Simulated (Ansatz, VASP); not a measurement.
## ScAl2Sb2As: VASP beside Ansatz

INCAR

```
PREC     = Accurate       # precision mode
ENCUT    = 600            # plane-wave cutoff, eV
EDIFF    = 1E-7           # SCF threshold, eV
ISMEAR   = 0              # smearing method
SIGMA    = 0.1            # smearing width, eV
LREAL    = False          # projectors in reciprocal space
LASPH    = True           # aspherical terms in the spheres
NELM     = 60             # most SCF steps
ALGO     = Normal         # electronic algorithm
ISIF     = 3              # what is computed and relaxed
LWAVE    = False          # write WAVECAR
LCHARG   = False          # write CHGCAR
GGA      = PE             # functional
IBRION   = 2              # ionic algorithm
NSW      = 90             # ionic steps
EDIFFG   = -0.04          # ionic threshold
```

KPOINTS

```
regular mesh
0
Gamma
  6 6 4
```

Contents of POSCAR:

```
ScAl2Sb2As
1.0
    4.8864837000      0.0000000000      0.0000000000
   -2.4432418500      4.2318190200      0.0000000000
    0.0000000000      0.0000000000      6.5911291800
Sc Al Sb As
1 2 2 1
Direct
    0.0000000000      0.0000000000      0.0000000000
    0.3333333300      0.6666666700      0.0000000000
    0.6666666700      0.3333333300      0.0000000000
    0.3333333300      0.6666666700      0.5000000000
    0.6666666700      0.3333333300      0.5000000000
    0.0000000000      0.0000000000      0.5000000000
```

Input for Ansatz:

```yaml
crystal:
  lattice:
    - [4.8864837, 0.0, 0.0]
    - [-2.44324185, 4.23181902, 0.0]
    - [0.0, 0.0, 6.59112918]
  atoms:
    - { symbol: Sc, position: [0.0, 0.0, 0.0] }
    - { symbol: Al, position: [0.33333333, 0.66666667, 0.0] }
    - { symbol: Al, position: [0.66666667, 0.33333333, 0.0] }
    - { symbol: Sb, position: [0.33333333, 0.66666667, 0.5] }
    - { symbol: Sb, position: [0.66666667, 0.33333333, 0.5] }
    - { symbol: As, position: [0.0, 0.0, 0.5] }
basis:
  ecutwfc: 420
kpoints:
  mp_grid: { grid: [6, 6, 4] }
hamiltonian:
  xc: pbe
scf:
  occupations: { method: gaussian, width: 0.1 }
  lower_state_search: "off"
output:
  forces: true
  stress: true
  eigenvalues: true
relax:
  adjacent_minimum: "off"
  f_tol: 0.04
  max_steps: 70
  cell: { stress_tol: 0.4 }
```

Alike in both runs: task relaxation of cell and atoms; functional PBE; k mesh 6 × 6 × 4; occupations gaussian, width 0.1 eV; no spin polarisation.

```csv
,VASP,Ansatz
version,VASP 6.6.1,Ansatz 0.2.0
potentials or method,"VASP PAW PBE potentials, release 64 (Sc_sv, Al, Sb, As), cutoff 600 eV","scalar-relativistic, plane waves, PAW"
valence electrons in the cell,32,62
```

|  | VASP | Ansatz | Ansatz less VASP |
| --- | --- | --- | --- |
| gap on the k mesh at the Fermi level, each at its own relaxed structure (eV) | none | none | - |
| relaxed volume (Å³/atom) | 23.35 | 23.31 | -0.040 |
| relaxed cell length with the largest relative difference (Å) | 5.365 | 5.361 | -0.0036 |

A gap of «none» marks a metal or a gap that the smearing closes. VASP's potentials hold 32 valence electrons a cell and Ansatz's 62, so a difference there can come from the potentials and not from the codes.

Spin-orbit coupling is off throughout.
